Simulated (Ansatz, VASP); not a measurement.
# Si3C4 in VASP and in Ansatz

```
CELL_PARAMETERS angstrom
1.54528 0.89217 9.01636
-1.54528 0.89217 9.01636
0.00000 -1.78433 9.01636
ATOMIC_POSITIONS crystal
Si 0.77538 0.77538 0.77538
Si 0.22462 0.22462 0.22462
Si 0.00000 0.00000 0.00000
C 0.70420 0.70420 0.70420
C 0.12327 0.12327 0.12327
C 0.29580 0.29580 0.29580
C 0.87673 0.87673 0.87673
```

Change from the starting cell: species swapped into the Al4C3 type (R3m, No. 160).

Alike in both runs: functional PBE; k mesh 12 × 12 × 12; occupations gaussian, width 0.1 eV; no spin polarisation.

Ansatz relaxed the structure, and its values are those at the end. VASP's run is a single point on that final structure, the one shown.

|  | VASP | Ansatz |
| --- | --- | --- |
| version | VASP 6.6.1 | Ansatz 0.2.0 |
| potentials or method | VASP PAW PBE potentials, release 64 (Si, C), cutoff 520 eV | scalar-relativistic, plane waves, PAW |
| valence electrons in the cell | 28 | 28 |

Ansatz gave:

```
gap on the k mesh at the Fermi level (eV) : none
pressure (GPa)                            : 0.0
rms of the force components (eV/Å)        : 0.003
```

Task: Estimate VASP's values.

Result: gap on the k mesh at the Fermi level (eV): none; pressure (GPa): -0.1; rms of the force components (eV/Å): 0.003.

A gap of «none» marks a metal or a gap that the smearing closes. With one functional, cell and mesh, what is left measures potentials, basis and numerics.
